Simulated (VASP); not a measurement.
Here is a VASP 6.6.1 calculation.

Contents of INCAR:

```
SYSTEM = Si2W
PREC     = Accurate       ! precision mode
ENCUT    = 600            ! plane-wave cutoff, eV
EDIFF    = 1E-6           ! SCF threshold, eV
ISMEAR   = 0              ! smearing method
SIGMA    = 0.05           ! smearing width, eV
LREAL    = .FALSE.        ! projectors in reciprocal space
LASPH    = .TRUE.         ! aspherical terms in the spheres
NELM     = 100            ! most SCF steps
ALGO     = Normal         ! electronic algorithm
ISIF     = 3              ! what is computed and relaxed
LWAVE    = .FALSE.        ! write WAVECAR
LCHARG   = .FALSE.        ! write CHGCAR
GGA      = PE             ! functional
IBRION   = 2              ! ionic algorithm
NSW      = 80             ! ionic steps
EDIFFG   = -0.003         ! ionic threshold
```

KPOINTS

```
Automatic mesh
0
G
  18 18 18
  0 0 0
```

Contents of POSCAR:

```
Si2W
1.0
   -1.6069750000      1.6069750000      3.9156400000
    1.6069750000     -1.6069750000      3.9156400000
    1.6069750000      1.6069750000     -3.9156400000
W Si
1 2
Direct
    0.0000000000      0.0000000000      0.0000000000
    0.3324700000      0.3324700000      0.0000000000
    0.6675300000      0.6675300000      0.0000000000
```

Potentials or basis: VASP PAW PBE potentials, release 64 (W_sv, Si).

Run with:

```bash
$ cat potpaw_PBE.64/W_sv/POTCAR potpaw_PBE.64/Si/POTCAR > POTCAR
$ mpirun -np 1 vasp_std > vasp.out
```

Problem. What does it give for the relaxed volume?

Solution. 13.68 Å³/atom.

Problem. Predict the space group after relaxing (to 0.05 Å).

Solution. I4/mmm (No. 139).

The path:
| step | energy change (eV) | largest force (eV/Å) | pressure (GPa) | volume (Å³) |
| --- | --- | --- | --- | --- |
| 1 | 0.0000 | 0.3013 | 2.99 | 40.45 |
| 2 | 0.0034 | 0.0918 | -4.63 | 41.94 |
| 3 | -0.0082 | 0.1992 | -0.63 | 41.12 |
| 4 | -0.0103 | 0.0171 | 0.06 | 41.03 |
| 5 | -0.0103 | 0.0028 | 0.00 | 41.04 |
| 6 | -0.0103 | 0.0067 | -0.01 | 41.04 |
| 7 | -0.0103 | 0.0024 | -0.01 | 41.04 |
| 8 | -0.0103 | 0.0037 | -0.01 | 41.04 |
| 9 | -0.0103 | 0.0038 | -0.01 | 41.04 |
| 10 | -0.0103 | 0.0054 | -0.01 | 41.04 |
| 11 | -0.0103 | 0.0041 | -0.01 | 41.04 |
| 12 | -0.0103 | 0.0041 | -0.01 | 41.04 |
| 13 | -0.0103 | 0.0009 | 0.00 | 41.03 |
